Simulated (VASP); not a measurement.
GaN: single point with r2SCAN

The system is GaN.

```
CELL_PARAMETERS angstrom
0.00000 2.10852 2.15069
2.10852 0.00000 2.15069
2.10852 2.10852 0.00000
ATOMIC_POSITIONS crystal
Ga 0.00000 0.00000 0.00000
N 0.50000 0.50000 0.50000
```

This cell differs from its parent crystal: uniaxial z strain +2.0%.

| Property | Result |
| --- | --- |
| Program | VASP 6.6.1 |
| Task | single point |
| Functional | r2SCAN |
| Potentials or basis | VASP PAW PBE potentials, release 64 (Ga_d, N) |
| Cutoff | 520 eV |
| k mesh | 10 × 10 × 10 |
| Occupations | gaussian, width 0.01 eV |
| Spin | no spin polarisation |
| Dipole correction | no |
| Further INCAR settings | ALGO = Normal; EDIFF = 1e-06; NBANDS = 16 |

The pressure is -3.3 GPa and the band gap on the k mesh is 0.94 eV, indirect (least direct gap 3.03 eV).

Stress tensor (GPa, compression positive):
```
-2.15  0.00  0.00
 0.00 -2.15  0.00
 0.00  0.00 -5.57
```

Levels at points of the mesh, in eV from the valence-band top:
| k point | band 7 | band 8 | band 9 | band 10 | band 11 | band 12 |
| --- | --- | --- | --- | --- | --- | --- |
| (0.00, 0.00, 0.00) | -0.59 | -0.59 | -0.41 | 2.62 | 15.25 | 15.42 |
| (0.50, 0.00, 0.00) | -8.30 | -0.25 | -0.15 | 5.28 | 9.53 | 9.92 |
| (0.50, 0.50, 0.00) | -7.17 | -3.01 | -3.01 | 1.14 | 8.62 | 12.72 |
| (0.50, 0.00, 0.50) | -7.13 | -3.27 | -2.99 | 0.94 | 8.39 | 12.98 |

Run time: 54 s on 1 thread of Intel(R) Xeon(R) Platinum 8488C (Sapphire Rapids), on a shared host, peak memory 0.16 GiB.

Caveat: the cell differs from its parent crystal (uniaxial z strain +2.0%); the PAW data sets were made with another functional, which shifts forces and pressure a little. A k mesh can miss the band edges.
